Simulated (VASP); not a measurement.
Input of a VASP 6.6.1 run:

Contents of INCAR:

```
SYSTEM = CaO
PREC = Accurate
ENCUT = 600
EDIFF = 1E-6
ISMEAR = 0
SIGMA = 0.02
LREAL = .FALSE.
LASPH = .TRUE.
NELM = 120
ALGO = Normal
ISIF = 2
LWAVE = .FALSE.
LCHARG = .FALSE.
GGA = CA
NBANDS = 15
GGA_COMPAT = .FALSE.
```

KPOINTS

```
Automatic mesh
0
G
  8 8 8
  0 0 0
```

Contents of POSCAR:

```
CaO
1.0
    0.0000000000      2.4535000000      2.4535000000
    2.4535000000      0.0000000000      2.4535000000
    2.4535000000      2.4535000000      0.0000000000
Ca O
1 1
Direct
    0.0000000000      0.0000000000      0.0000000000
    0.5000000000      0.5000000000      0.5000000000
```

Potentials or basis: VASP PAW LDA potentials, release 64 (Ca_sv, O).

Run with:

```sh
$ cat potpaw_LDA.64/Ca_sv/POTCAR potpaw_LDA.64/O/POTCAR > POTCAR
$ mpirun -np 1 vasp_std > vasp.out
```

**Question.** Estimate the pressure.

**Answer.** -11.7 GPa.

**Question.** Estimate the band gap on the k mesh.

**Answer.** 3.48 eV (least direct gap 3.87 eV).

Caveat: the cell stands under tension. LDA gaps usually lie below the measured ones, often by a third to a half.
